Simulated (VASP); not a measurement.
# LiHPd (P4/mmm) in VASP: notebook, part 2 of 2

VASP 6.6.1. Earlier steps stand in the parts before.

## 4. Single point, LDA

INCAR

```
SYSTEM = LiHPd
ALGO = Normal
EDIFF = 1E-6
ENCUT = 520
GGA = CA
ISIF = 2
ISMEAR = 1
LASPH = .True.
LCHARG = .True.
LELF = .True.
LREAL = .False.
LVHAR = .True.
LWAVE = .False.
NBANDS = 14
NELM = 100
PREC = Accurate
SIGMA = 0.1
```

KPOINTS

```
k-points
0
Gamma
  10 10 7
  0 0 0
```

POSCAR

```
LiHPd
1.0
    2.7794670000      0.0000000000      0.0000000000
    0.0000000000      2.7794670000      0.0000000000
    0.0000000000      0.0000000000      3.9043150000
Li H Pd
1 1 1
Direct
    0.5000000000      0.5000000000      0.5000000000
    0.5000000000      0.5000000000      0.0000000000
    0.0000000000      0.0000000000      0.0000000000
```

Potentials or basis: VASP PAW LDA potentials, release 64 (Li_sv, H, Pd).

Started as:

```bash
$ cat potpaw_LDA.64/Li_sv/POTCAR potpaw_LDA.64/H/POTCAR potpaw_LDA.64/Pd/POTCAR > POTCAR
$ mpirun -np 1 vasp_std > vasp.out
```

OUTCAR:

```text
SYSTEM = LiHPd
   EDIFF = 1E-6
   ENCUT = 520
   GGA = CA
   ISIF = 2
   ISMEAR = 1
   LASPH = .True.
   LREAL = .False.
   NELM = 100
   PREC = Accurate

 ion  position               nearest neighbor table
   1  0.500  0.500  0.500-   3 2.77   3 2.77   3 2.77   3 2.77   3 2.77   3 2.77   3 2.77   3 2.77

   2  0.500  0.500  0.000-   3 1.97   3 1.97   3 1.97   3 1.97
   3  0.000  0.000  0.000-   2 1.97   2 1.97   2 1.97   2 1.97   1 2.77   1 2.77   1 2.77   1 2.77
                             1 2.77   1 2.77   1 2.77   1 2.77

  LATTYP: Found a simple tetragonal cell.
 ALAT       =     2.7794670000
 C/A-ratio  =     1.4046991743

  Lattice vectors:

 A1 = (   2.7794670000,   0.0000000000,   0.0000000000)
 A2 = (   0.0000000000,   2.7794670000,   0.0000000000)
 A3 = (   0.0000000000,   0.0000000000,   3.9043150000)

Analysis of symmetry for initial positions (statically):
=====================================================================
 Subroutine PRICEL returns:
 Original cell was already a primitive cell.

 Routine SETGRP: Setting up the symmetry group for a
 simple tetragonal supercell.

 Subroutine GETGRP returns: Found 16 space group operations
 (whereof 16 operations were pure point group operations)
 out of a pool of 16 trial point group operations.

The static configuration has the point symmetry D_4h.

Analysis of symmetry for dynamics (positions and initial velocities):
=====================================================================
 Subroutine PRICEL returns:
 Original cell was already a primitive cell.

 Routine SETGRP: Setting up the symmetry group for a
 simple tetragonal supercell.

 Subroutine GETGRP returns: Found 16 space group operations
 (whereof 16 operations were pure point group operations)
 out of a pool of 16 trial point group operations.

The dynamic configuration has the point symmetry D_4h.

 Subroutine INISYM returns: Found 16 space group operations
 (whereof 16 operations are pure point group operations),
 and found     1 'primitive' translations

----------------------------------------------------------------------------------------

                                     Primitive cell

  volume of cell :      30.1625

  direct lattice vectors                    reciprocal lattice vectors
     2.779467000  0.000000000  0.000000000     0.359781210  0.000000000  0.000000000
     0.000000000  2.779467000  0.000000000     0.000000000  0.359781210  0.000000000
     0.000000000  0.000000000  3.904315000     0.000000000  0.000000000  0.256126875

  length of vectors
     2.779467000  2.779467000  3.904315000     0.359781210  0.359781210  0.256126875

  position of ions in fractional coordinates (direct lattice)
     0.500000000  0.500000000  0.500000000
     0.500000000  0.500000000  0.000000000
     0.000000000  0.000000000  0.000000000

  ion indices of the primitive-cell ions
   primitive index   ion index
                 1           1
                 2           2
                 3           3

----------------------------------------------------------------------------------------

 KPOINTS: k-points

Automatic generation of k-mesh.
 Grid dimensions read from file:
 generate k-points for:   10   10    7

 Generating k-lattice:
[... 24 lines left out ...]
  0.500000  0.000000  0.000000      2.000000
[... 16 lines left out ...]
  0.100000  0.000000  0.142857      8.000000
  0.200000  0.000000  0.142857      8.000000
 [... further k-points ...]
   k-points           NKPTS =     84   k-points in BZ     NKDIM =     84   number of bands    NBANDS=     14
   number of dos      NEDOS =    301   number of ions     NIONS =      3
   total plane-waves  NPLWV =  17280
   dimension x,y,z NGX =    24 NGY =   24 NGZ =   30
   dimension x,y,z NGXF=    48 NGYF=   48 NGZF=   60
   ions per type =               1   1   1
   NGX,Y,Z   is equivalent  to a cutoff of  14.35, 14.35, 12.77 a.u.
   NGXF,Y,Z  is equivalent  to a cutoff of  28.71, 28.71, 25.55 a.u.
 SYSTEM =  LiHPd
   PREC   = accura    normal or accurate (medium, high low for compatibility)
   ISTART =      0    job   : 0-new  1-cont  2-samecut
   ICHARG =      2    charge: 1-file 2-atom 10-const
   ISPIN  =      1    spin polarized calculation?
   LNONCOLLINEAR =      F non collinear calculations
   LSORBIT =      F    spin-orbit coupling
   LASPH  =      T    aspherical Exc in radial PAW
   ENCUT  =  520.0 eV  38.22 Ry    6.18 a.u.   5.17  5.17  7.26*2*pi/ulx,y,z
   NELM   =    100;   NELMIN=  2; NELMDL= -5     # of ELM steps
   EDIFF  = 0.1E-05   stopping-criterion for ELM
   LREAL  =      F    real-space projection
   EDIFFG = 0.1E-04   stopping-criterion for IOM
   NSW    =      0    number of steps for IOM
   IBRION =     -1    ionic relax: 0-MD 1-quasi-New 2-CG
   NFREE  =      0    steps in history (QN), initial steepest desc. (CG)
   ISIF   =      2    stress and relaxation
   ISYM   =      2    0-nonsym 1-usesym 2-fastsym
   POTIM  = 0.5000    time-step for ionic-motion
   TEBEG  =    0.0;   TEEND  =   0.0 temperature during run
   PSTRESS=    0.0 pullay stress
   NELECT =      14.0000    total number of electrons
   NUPDOWN=      -1.0000    fix difference up-down
   EMIN   =  10.00;   EMAX   =-10.00  energy-range for DOS
   EFERMI =   0.00;   METHOD = LEGACY
   ISMEAR =     1;   SIGMA  =   0.10  broadening in eV -4-tet -1-fermi 0-gaus
   EFERMI_NEDOS =   21; number of points for ismear=-14 and -15
   IALGO  =     38    algorithm
   IMIX   =      4    mixing-type and parameters
     AMIX     =   0.40;   BMIX     =  1.00
     AMIX_MAG =   1.60;   BMIX_MAG =  1.00
  volume/ion in A,a.u.               =      10.05        67.85
  Fermi-wavevector in a.u.,A,eV,Ry     =   1.267540  2.395303 21.859892  1.606657
  Thomas-Fermi vector in A             =   2.400682
   LORBIT       =      0    0 simple, 1 ext, 2 COOP (PROOUT), +10 PAW based schemes
   GGA     = CA    functional components
   LHFCALC =     F    Hartree Fock is set to
   AEXX    =    0.0000 exact exchange contribution
   IVDW    =     0    specifies the selected vdW correction
   LEPSILON=     F    determine dielectric tensor
   LRPA    =     F    only Hartree local field effects (RPA)
 non-spin polarized calculation
 Methfessel and Paxton  Order N= 1 SIGMA  =   0.10
  energy-cutoff  :      520.00
  volume of cell :       30.16
 maximum number of plane-waves:       828
 NGX is ok and might be reduce to    24
   NGX = 11   NGY = 11   NGZ = 15

 number of electron      14.0000009 magnetization

 Free energy of the ion-electron system (eV)
  ---------------------------------------------------
  ext. energy  EPLUGINS =         0.00000000
  ---------------------------------------------------
  free energy    TOTEN  =       -13.43283500 eV

  energy without entropy =      -13.43242095  energy(sigma->0) =      -13.43269698

 E-fermi :   6.2849     XC(G=0): -11.1636

 val. band max:        6.2763288186   @ k =   0.5000   0.0000   0.4286
 cond. band min:       6.3076393982   @ k =   0.3000   0.1000   0.4286
 fundamental gap:      0.0313105796
 Fermi energy:         6.2849465525

 k-point     1 :       0.0000    0.0000    0.0000
  band No.  band energies     occupation
      1     -38.6681      2.00000
      2      -3.0550      2.00000
      3       1.3026      2.00000
      4       1.9286      2.00000
      5       4.1918      2.00000
      6       4.1918      2.00000
      7       4.5723      2.00000
      8       7.5724     -0.00000
      9      11.8238      0.00000
     10      16.3325      0.00000
     11      16.3325      0.00000
     12      20.8164      0.00000
     13      21.5267      0.00000
     14      24.9380      0.00000
[... 377 lines left out ...]
      1     -38.6605      2.00000
      2      -2.1853      2.00000
      3       1.7080      2.00000
      4       2.2634      2.00000
      5       3.1812      2.00000
      6       4.0405      2.00000
      7       4.2344      2.00000
      8       8.0759     -0.00000
      9      11.2194      0.00000
     10      14.7455      0.00000
     11      17.7776      0.00000
     12      17.9514      0.00000
     13      22.5129      0.00000
     14      24.4155      0.00000

 [... further k-points ...]
[... 5 lines left out ...]
  --------------------------------------------------------------------------------------
  -------------------------------------------------------------------------------------
  Total       -1.2075778     -1.2075778     -0.4929153      0.0000000      0.0000000      0.0000000
  in kB      -64.1442600    -64.1442600    -26.1827327      0.0000000      0.0000000      0.0000000
  external PRESSURE =     -51.4904176 kB  Pullay stress =       0.0000000 kB

 VOLUME and BASIS-vectors are now :
 -----------------------------------------------------------------------------
  energy-cutoff  :      520.00
  volume of cell :       30.16
      direct lattice vectors                 reciprocal lattice vectors
     2.779467000  0.000000000  0.000000000     0.359781210  0.000000000  0.000000000
     0.000000000  2.779467000  0.000000000     0.000000000  0.359781210  0.000000000
     0.000000000  0.000000000  3.904315000     0.000000000  0.000000000  0.256126875

 POSITION                                       TOTAL-FORCE (eV/Angst)
 -----------------------------------------------------------------------------------
      1.38973      1.38973      1.95216         0.000000      0.000000      0.000000
      1.38973      1.38973      0.00000         0.000000      0.000000      0.000000
      0.00000      0.00000      0.00000         0.000000      0.000000      0.000000
 -----------------------------------------------------------------------------------
    total drift:                                0.000000      0.000000      0.000000

  FREE ENERGIE OF THE ION-ELECTRON SYSTEM (eV)
  ---------------------------------------------------
  free  energy   TOTEN  =       -13.4328349967 eV

  energy  without entropy=      -13.4324209494  energy(sigma->0) =      -13.43269698
```

Run time: 26 s. Hardware: 1 thread of Intel Xeon Platinum 8375C at 2.90GHz (Ice Lake), shared host; peak memory 0.16 GiB.

What came out:

```yaml
Free_energy: -13.4328 eV
Band_gap_on_the_k_mesh: zero (bands 7 and 8 overlap by 5.62 eV)
```

Levels at points of the mesh, in eV from the Fermi level:
```csv
k point,band 3,band 4,band 5,band 6,band 7,band 8,band 9,band 10,band 11,band 12
"(0.00, 0.00, 0.00)",-4.98,-4.36,-2.09,-2.09,-1.71,1.29,5.54,10.05,10.05,14.53
"(0.50, 0.00, 0.00)",-5.03,-4.26,-3.69,-3.10,-1.90,0.97,6.54,7.69,8.51,10.78
"(0.50, 0.50, 0.00)",-3.53,-3.53,-2.70,-0.64,1.46,1.46,4.66,6.24,7.65,10.46
```

Caveat: the cutoff is under 1.25 times the usual one of these potentials, so pressure, stress and relaxed cells hold a basis-set (Pulay) error.

## 5. Single point, LDA

INCAR

```
PREC = Accurate
ENCUT = 520
EDIFF = 1E-6
ISMEAR = 1
SIGMA = 0.05
LREAL = False
LASPH = True
NELM = 60
ALGO = Normal
ISIF = 2
LWAVE = False
LCHARG = True
LELF = True
LVHAR = True
NBANDS = 14
```

KPOINTS

```
Automatic mesh
0
Gamma
  10 10 7
```

POSCAR is that of step 4.

Started as:

```bash
$ cat potpaw_LDA.64/Li_sv/POTCAR potpaw_LDA.64/H/POTCAR potpaw_LDA.64/Pd/POTCAR > POTCAR
$ mpirun -np 1 vasp_std > vasp.out
```

It took 25 s on 1 thread of Intel Xeon Platinum 8375C at 2.90GHz (Ice Lake), shared host; peak memory 0.16 GiB.

It converged, with:

| Item | Value |
| --- | --- |
| Free energy | -13.4327 eV |
| Band gap on the k mesh | zero (bands 7 and 8 overlap by 5.62 eV) |

Levels at points of the mesh, in eV from the Fermi level:
```csv
k point,band 4,band 5,band 6,band 7,band 8,band 9,band 10,band 11
"(0.00, 0.00, 0.00)",-4.36,-2.10,-2.10,-1.72,1.28,5.53,10.04,10.04
"(0.50, 0.00, 0.00)",-4.27,-3.70,-3.11,-1.91,0.96,6.53,7.68,8.50
"(0.50, 0.50, 0.00)",-3.54,-2.71,-0.65,1.45,1.45,4.65,6.23,7.64
```

Caveat: the cutoff is under 1.25 times the usual one of these potentials, so pressure, stress and relaxed cells hold a basis-set (Pulay) error.

## 6. Summary

```tsv
smearing	gap on the mesh (eV)
methfessel-paxton 0.3 eV	none
methfessel-paxton 0.2 eV	none
methfessel-paxton 0.1 eV	none
methfessel-paxton 0.05 eV	none
```

Alike in all rows: task single point; level LDA; potentials or basis VASP PAW LDA potentials, release 64 (Li_sv, H, Pd); no spin polarisation; cell as given; k mesh 10 × 10 × 7; cutoff (eV) 520.

Caveats: the cutoff is under 1.25 times the usual one of these potentials, so pressure, stress and relaxed cells hold a basis-set (Pulay) error; so wide a smearing shifts energies and pressures (at least some runs).

Absolute energies hang on the potentials; compare differences alone.
